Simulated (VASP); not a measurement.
# ZnS (F-43m) in VASP: settings compared

The runs below take ZnS through single point, with PBEsol-based global hybrid with 25 % exact exchange, PBE-based global hybrid with 35 % exact exchange, PBE-based global hybrid with 50 % exact exchange.

Everything below comes from runs of VASP 6.6.1. Logs are shortened: lines on timing, memory, paths and dates and some standing lists are left out, and cuts for length are marked.

**What was measured.**

“Electronic, vibrational, and thermodynamic properties of ZnS (zincblende and rocksalt structure)”, 2009, arxiv:0911.5022 quotes, for a bulk crystal of ZnS at 19 K: band gap 3.85 eV (direct).

The runs below are set against these values where they give the same quantity.

### Step 1. The cell of the first run

It takes space group F-43m (No. 216, cubic). Conventional cell: a = 5.440 Å, b = 5.440 Å, c = 5.440 Å, α = 90.00°, β = 90.00°, γ = 90.00°. Zn (site symmetry -43m) has 4 S at 2.36 Å within 3.1 Å. Within 3.1 Å of S (site symmetry -43m) lie 4 Zn at 2.36 Å.

### Step 2. Single point, PBEsol-based global hybrid with 25 % exact exchange

POSCAR reads:

```
ZnS
1.0
    0.0000000000      2.7198945612      2.7198945612
    2.7198945612      0.0000000000      2.7198945612
    2.7198945612      2.7198945612      0.0000000000
Zn S
1 1
Direct
    0.7500000000      0.7500000000      0.7500000000
    0.0000000000      0.0000000000      0.0000000000
```

INCAR.step1 reads:

```
PREC     = Accurate       # precision mode
ENCUT    = 520            # plane-wave cutoff, eV
EDIFF    = 1E-5           # SCF threshold, eV
ISMEAR   = -1             # smearing method
SIGMA    = 0.05           # smearing width, eV
LREAL    = F              # projectors in reciprocal space
LASPH    = T              # aspherical terms in the spheres
NELM     = 100            # most SCF steps
ALGO     = Normal         # electronic algorithm
ISIF     = 2              # what is computed and relaxed
LWAVE    = T              # write WAVECAR
NBANDS   = 16             # bands
GGA      = PE             # functional
```

INCAR.step2 reads:

```
PREC     = Accurate       # precision mode
ENCUT    = 520            # plane-wave cutoff, eV
EDIFF    = 1E-7           # SCF threshold, eV
ISMEAR   = -1             # smearing method
SIGMA    = 0.05           # smearing width, eV
LREAL    = F              # projectors in reciprocal space
LASPH    = T              # aspherical terms in the spheres
NELM     = 100            # most SCF steps
ALGO     = Normal         # electronic algorithm
ISIF     = 2              # what is computed and relaxed
LWAVE    = F              # write WAVECAR
LCHARG   = T              # write CHGCAR
GGA      = PS             # functional
LHFCALC  = T              # exact exchange
AEXX     = 0.25           # exact-exchange fraction
PRECFOCK = Normal       
LELF     = T              # ELF
LVHAR    = T            
NBANDS   = 16             # bands
ISTART   = 1
```

KPOINTS reads:

```
Automatic mesh
0
Gamma
  5 5 5
```

Potentials or basis: VASP PAW PBE potentials, release 64 (Zn, S).

Launch:

```bash
$ cat potpaw_PBE.64/Zn/POTCAR potpaw_PBE.64/S/POTCAR > POTCAR
$ cp INCAR.step1 INCAR
$ mpirun -np 1 vasp_std > vasp.out
$ cp INCAR.step2 INCAR
$ mpirun -np 1 vasp_std > vasp.out
```

OUTCAR:

```text
PREC = Accurate
   ENCUT = 520
   EDIFF = 1E-7
   ISMEAR = -1
   LREAL = F
   LASPH = T
   NELM = 100
   ISIF = 2
   GGA = PS
   LHFCALC = T
   AEXX = 0.25
   PRECFOCK = Normal
   ISTART = 1

 ion  position               nearest neighbor table
   1  0.750  0.750  0.750-   2 2.36   2 2.36   2 2.36   2 2.36
   2  0.000  0.000  0.000-   1 2.36   1 2.36   1 2.36   1 2.36

  LATTYP: Found a face centered cubic cell.
 ALAT       =     5.4397891224

  Lattice vectors:

 A1 = (   0.0000000000,   2.7198945612,   2.7198945612)
 A2 = (   2.7198945612,   0.0000000000,   2.7198945612)
 A3 = (   2.7198945612,   2.7198945612,   0.0000000000)

Analysis of symmetry for initial positions (statically):
=====================================================================
 Subroutine PRICEL returns:
 Original cell was already a primitive cell.

 Routine SETGRP: Setting up the symmetry group for a
 face centered cubic supercell.

 Subroutine GETGRP returns: Found 24 space group operations
 (whereof 24 operations were pure point group operations)
 out of a pool of 48 trial point group operations.

The static configuration has the point symmetry T_d .

Analysis of symmetry for dynamics (positions and initial velocities):
=====================================================================
 Subroutine PRICEL returns:
 Original cell was already a primitive cell.

 Routine SETGRP: Setting up the symmetry group for a
 face centered cubic supercell.

 Subroutine GETGRP returns: Found 24 space group operations
 (whereof 24 operations were pure point group operations)
 out of a pool of 48 trial point group operations.

The dynamic configuration has the point symmetry T_d .

 Subroutine INISYM returns: Found 24 space group operations
 (whereof 24 operations are pure point group operations),
 and found     1 'primitive' translations

----------------------------------------------------------------------------------------

                                     Primitive cell

  volume of cell :      40.2426

  direct lattice vectors                    reciprocal lattice vectors
     0.000000000  2.719894561  2.719894561    -0.183830655  0.183830655  0.183830655
     2.719894561  0.000000000  2.719894561     0.183830655 -0.183830655  0.183830655
     2.719894561  2.719894561  0.000000000     0.183830655  0.183830655 -0.183830655

  length of vectors
     3.846511777  3.846511777  3.846511777     0.318404035  0.318404035  0.318404035

  position of ions in fractional coordinates (direct lattice)
     0.750000000  0.750000000  0.750000000
     0.000000000  0.000000000  0.000000000

  ion indices of the primitive-cell ions
   primitive index   ion index
                 1           1
                 2           2

----------------------------------------------------------------------------------------

 KPOINTS: Automatic mesh

Automatic generation of k-mesh.
 Grid dimensions read from file:
 generate k-points for:    5    5    5

 Generating k-lattice:

  Cartesian coordinates                     Fractional coordinates (reciprocal lattice)
    -0.036766131  0.036766131  0.036766131     0.200000000  0.000000000  0.000000000
     0.036766131 -0.036766131  0.036766131     0.000000000  0.200000000  0.000000000
     0.036766131  0.036766131 -0.036766131     0.000000000  0.000000000  0.200000000

  Length of vectors
     0.063680807  0.063680807  0.063680807

  Shift w.r.t. Gamma in fractional coordinates (k-lattice)
     0.000000000  0.000000000  0.000000000

 Subroutine IBZKPT returns following result:
 ===========================================

 Found     10 irreducible k-points:

 Following reciprocal coordinates:
            Coordinates               Weight
  0.000000  0.000000  0.000000      1.000000
  0.200000  0.000000  0.000000      8.000000
  0.400000  0.000000  0.000000      8.000000
  0.200000  0.200000  0.000000      6.000000
  0.400000  0.200000  0.000000     24.000000
 -0.400000  0.200000  0.000000     24.000000
 -0.200000  0.200000  0.000000     12.000000
  0.400000  0.400000  0.000000      6.000000
 -0.400000  0.400000  0.000000     12.000000
 -0.400000  0.400000  0.200000     24.000000
   k-points           NKPTS =     10   k-points in BZ     NKDIM =    125   number of bands    NBANDS=     16
   number of dos      NEDOS =    301   number of ions     NIONS =      2
   total plane-waves  NPLWV =  27000
   dimension x,y,z NGX =    30 NGY =   30 NGZ =   30
   dimension x,y,z NGXF=    60 NGYF=   60 NGZF=   60
   ions per type =               1   1
   NGX,Y,Z   is equivalent  to a cutoff of  12.97, 12.97, 12.97 a.u.
   NGXF,Y,Z  is equivalent  to a cutoff of  25.93, 25.93, 25.93 a.u.
 SYSTEM =  unknown system
   PREC   = accura    normal or accurate (medium, high low for compatibility)
   ISTART =      1    job   : 0-new  1-cont  2-samecut
   ICHARG =      0    charge: 1-file 2-atom 10-const
   ISPIN  =      1    spin polarized calculation?
   LNONCOLLINEAR =      F non collinear calculations
   LSORBIT =      F    spin-orbit coupling
   LASPH  =      T    aspherical Exc in radial PAW
   ENCUT  =  520.0 eV  38.22 Ry    6.18 a.u.   7.15  7.15  7.15*2*pi/ulx,y,z
   NELM   =    100;   NELMIN=  2; NELMDL=  0     # of ELM steps
   EDIFF  = 0.1E-06   stopping-criterion for ELM
   LREAL  =      F    real-space projection
   EDIFFG = 0.1E-05   stopping-criterion for IOM
   NSW    =      0    number of steps for IOM
   IBRION =     -1    ionic relax: 0-MD 1-quasi-New 2-CG
   NFREE  =      0    steps in history (QN), initial steepest desc. (CG)
   ISIF   =      2    stress and relaxation
   ISYM   =      3    0-nonsym 1-usesym 2-fastsym
   POTIM  = 0.5000    time-step for ionic-motion
   TEBEG  =    0.0;   TEEND  =   0.0 temperature during run
   PSTRESS=    0.0 pullay stress
   NELECT =      18.0000    total number of electrons
   NUPDOWN=      -1.0000    fix difference up-down
   EMIN   =  10.00;   EMAX   =-10.00  energy-range for DOS
   EFERMI =   0.00;   METHOD = LEGACY
   ISMEAR =    -1;   SIGMA  =   0.05  broadening in eV -4-tet -1-fermi 0-gaus
   EFERMI_NEDOS =   21; number of points for ismear=-14 and -15
   IALGO  =     38    algorithm
   IMIX   =      1    mixing-type and parameters
     AMIX     =   0.40;   BMIX     =  1.00
     AMIX_MAG =   1.60;   BMIX_MAG =  1.00
  volume/ion in A,a.u.               =      20.12       135.79
  Fermi-wavevector in a.u.,A,eV,Ry     =   1.251998  2.365933 21.327115  1.567499
  Thomas-Fermi vector in A             =   2.385919
   LORBIT       =      0    0 simple, 1 ext, 2 COOP (PROOUT), +10 PAW based schemes
   GGA     = PS    functional components
   LHFCALC =     T    Hartree Fock is set to
   PRECFOCK=normal    Normal, Fast or Accurate (Low or Medium for compatibility)
   ENCUT4O =  -1.0   cutoff for four orbital integrals eV
   NKREDX  =     1    reduce k-point grid by
   NKREDY  =     1    reduce k-point grid by
   NKREDZ  =     1    reduce k-point grid by
   AEXX    =    0.2500 exact exchange contribution
   HFSCREEN=    0.0000 screening length (either q_TF or 0.3 A-1)
   HFSCREENC=   0.0000 screening length for correlation (either q_TF or 0.3 A-1)
   ENCUTFOCK=  -1.0 apply spherical cutoff to Coloumb kernel
   IVDW    =     0    specifies the selected vdW correction
   LEPSILON=     F    determine dielectric tensor
   LRPA    =     F    only Hartree local field effects (RPA)
 non-spin polarized calculation
  energy-cutoff  :      520.00
  volume of cell :       40.24
 maximum number of plane-waves:      1103
 NGX is ok and might be reduce to    30
  NGX = 24; NGY = 24; NGZ = 24

 number of electron      18.0000009 magnetization

 Free energy of the ion-electron system (eV)
  ---------------------------------------------------
  ext. energy  EPLUGINS =         0.00000000
  ---------------------------------------------------
  free energy    TOTEN  =        -9.44219087 eV

  energy without entropy =       -9.44219087  energy(sigma->0) =       -9.44219087

 E-fermi :   1.8612     XC(G=0):  -7.6901

 val. band max:        0.7481293607   @ k =   0.0000   0.0000   0.0000
 cond. band min:       4.5526280015   @ k =   0.0000   0.0000   0.0000
 fundamental gap:      3.8044986408
 Fermi energy:         1.8611515725

 k-point     1 :       0.0000    0.0000    0.0000
  band No.  band energies     occupation
      1     -13.5042      2.00000
      2      -7.1193      2.00000
      3      -7.1193      2.00000
      4      -7.1193      2.00000
      5      -6.6960      2.00000
      6      -6.6960      2.00000
[... 8 lines left out ...]
     15      14.6597      0.00000
     16      14.6597      0.00000

 k-point     2 :       0.2000    0.0000    0.0000
  band No.  band energies     occupation
      1     -13.2045      2.00000
      2      -7.0766      2.00000
      3      -7.0766      2.00000
      4      -7.0579      2.00000
      5      -6.6976      2.00000
      6      -6.6976      2.00000
[... 8 lines left out ...]
     15      13.6734      0.00000
     16      15.0829      0.00000

 k-point     3 :       0.4000    0.0000    0.0000
  band No.  band energies     occupation
      1     -12.6441      2.00000
      2      -7.0232      2.00000
      3      -7.0232      2.00000
      4      -6.6793      2.00000
      5      -6.6793      2.00000
      6      -6.6714      2.00000
[... 8 lines left out ...]
     15      15.3255      0.00000
     16      15.3255      0.00000

 k-point     4 :       0.2000    0.2000    0.0000
  band No.  band energies     occupation
      1     -13.1045      2.00000
      2      -7.0997      2.00000
      3      -7.0321      2.00000
      4      -7.0321      2.00000
      5      -6.7240      2.00000
      6      -6.6743      2.00000
[... 8 lines left out ...]
     15      15.2088      0.00000
     16      17.5217      0.00000
[... 58 lines left out ...]
 k-point     8 :       0.4000    0.4000    0.0000
  band No.  band energies     occupation
      1     -12.3589      2.00000
      2      -7.0159      2.00000
      3      -6.8607      2.00000
      4      -6.8607      2.00000
      5      -6.6387      2.00000
      6      -6.5681      2.00000
[... 8 lines left out ...]
     15      16.4926      0.00000
     16      18.8891      0.00000

 k-point     9 :      -0.4000    0.4000    0.0000
  band No.  band energies     occupation
      1     -12.2254      2.00000
      2      -6.9869      2.00000
      3      -6.8580      2.00000
      4      -6.8068      2.00000
      5      -6.6567      2.00000
      6      -6.3352      2.00000
[... 8 lines left out ...]
     15      15.8991      0.00000
     16      18.3862      0.00000

 k-point    10 :      -0.4000    0.4000    0.2000
  band No.  band energies     occupation
      1     -12.3013      2.00000
      2      -6.9641      2.00000
      3      -6.9226      2.00000
      4      -6.7720      2.00000
      5      -6.6813      2.00000
      6      -6.3892      2.00000
[... 8 lines left out ...]
     15      16.2346      0.00000
     16      18.6021      0.00000

------------------------ aborting loop because EDIFF is reached ----------------------------------------

  FORCE on cell =-STRESS in cart. coord.  units (eV):
  Direction    XX          YY          ZZ          XY          YZ          ZX
  --------------------------------------------------------------------------------------
  -------------------------------------------------------------------------------------
  Total       -0.8167175     -0.8167175     -0.8167175      0.0000000      0.0000000     -0.0000000
  in kB      -32.5159332    -32.5159332    -32.5159332      0.0000000      0.0000000     -0.0000000
  external PRESSURE =     -32.5159332 kB  Pullay stress =       0.0000000 kB

 VOLUME and BASIS-vectors are now :
 -----------------------------------------------------------------------------
  energy-cutoff  :      520.00
  volume of cell :       40.24
      direct lattice vectors                 reciprocal lattice vectors
     0.000000000  2.719894561  2.719894561    -0.183830655  0.183830655  0.183830655
     2.719894561  0.000000000  2.719894561     0.183830655 -0.183830655  0.183830655
     2.719894561  2.719894561  0.000000000     0.183830655  0.183830655 -0.183830655

 POSITION                                       TOTAL-FORCE (eV/Angst)
 -----------------------------------------------------------------------------------
      4.07984      4.07984      4.07984         0.000000      0.000000      0.000000
      0.00000      0.00000      0.00000        -0.000000     -0.000000     -0.000000
 -----------------------------------------------------------------------------------
    total drift:                                0.000012      0.000013      0.000005

  FREE ENERGIE OF THE ION-ELECTRON SYSTEM (eV)
  ---------------------------------------------------
  free  energy   TOTEN  =        -9.4421908723 eV

  energy  without entropy=       -9.4421908723  energy(sigma->0) =       -9.44219087
```

Wall time 30 min (1 thread of Intel Xeon 8259CL, shared host); peak memory 0.19 GiB.

Results:

* Free energy: -9.4422 eV
* Pressure: -3.3 GPa
* Band gap on the k mesh: 3.80 eV

Levels at points of the mesh, in eV from the valence-band top:
| k point | band 6 | band 7 | band 8 | band 9 | band 10 | band 11 | band 12 | band 13 |
| --- | --- | --- | --- | --- | --- | --- | --- | --- |
| (0.00, 0.00, 0.00) | -7.44 | 0.00 | 0.00 | 0.00 | 3.80 | 8.36 | 8.36 | 8.36 |

Caveat: the cell stands under tension; the PAW data sets were made with another functional, which shifts forces and pressure a little.

### Step 3. Single point, PBEsol-based global hybrid with 25 % exact exchange

This run uses another cell than the first one, of 20.52 Å³/atom.

POSCAR reads:

```
ZnS
1.0
    0.0000000000      2.7375567091      2.7375567091
    2.7375567091      0.0000000000      2.7375567091
    2.7375567091      2.7375567091      0.0000000000
Zn S
1 1
Direct
    0.7500000000      0.7500000000      0.7500000000
    0.0000000000      0.0000000000      0.0000000000
```

INCAR.step1 reads:

```
ALGO     = Normal         # electronic algorithm
EDIFF    = 1E-5           # SCF threshold, eV
ENCUT    = 520            # plane-wave cutoff, eV
GGA      = PE             # functional
ISIF     = 2              # what is computed and relaxed
ISMEAR   = -1             # smearing method
LASPH    = T              # aspherical terms in the spheres
LCHARG   = F              # write CHGCAR
LREAL    = F              # projectors in reciprocal space
LWAVE    = T              # write WAVECAR
NBANDS   = 16             # bands
NELM     = 100            # most SCF steps
PREC     = Accurate       # precision mode
SIGMA    = 0.05           # smearing width, eV
```

INCAR.step2 reads:

```
AEXX     = 0.25           # exact-exchange fraction
ALGO     = Normal         # electronic algorithm
EDIFF    = 1E-7           # SCF threshold, eV
ENCUT    = 520            # plane-wave cutoff, eV
GGA      = PS             # functional
ISIF     = 2              # what is computed and relaxed
ISMEAR   = -1             # smearing method
ISTART   = 1            
LASPH    = T              # aspherical terms in the spheres
LCHARG   = F              # write CHGCAR
LHFCALC  = T              # exact exchange
LREAL    = F              # projectors in reciprocal space
LWAVE    = F              # write WAVECAR
NBANDS   = 16             # bands
NELM     = 100            # most SCF steps
PREC     = Accurate       # precision mode
PRECFOCK = Normal       
SIGMA    = 0.05           # smearing width, eV
```

KPOINTS reads:

```
k-points
0
Gamma
  5 5 5
```

Potentials or basis: VASP PAW PBE potentials, release 64 (Zn, S).

Launch:

```bash
$ cat potpaw_PBE.64/Zn/POTCAR potpaw_PBE.64/S/POTCAR > POTCAR
$ cp INCAR.step1 INCAR
$ mpirun -np 1 vasp_std > vasp.out
$ cp INCAR.step2 INCAR
$ mpirun -np 1 vasp_std > vasp.out
```

Wall time 31 min (1 thread of Intel Xeon 8259CL, shared host); peak memory 0.18 GiB.

The run converged. Its results:

```yaml
Free_energy: -9.4232 eV
Pressure: -4.5 GPa
Band_gap_on_the_k_mesh: 3.71 eV
```

Levels at points of the mesh, in eV from the valence-band top:
```
           k point  band 7  band 8  band 9  band 10  band 11  band 12
(0.00, 0.00, 0.00)    0.00    0.00    0.00     3.71     8.36     8.36
```

Caveat: the cell stands under tension; the PAW data sets were made with another functional, which shifts forces and pressure a little.

(Part 1 of 2 ends here.)
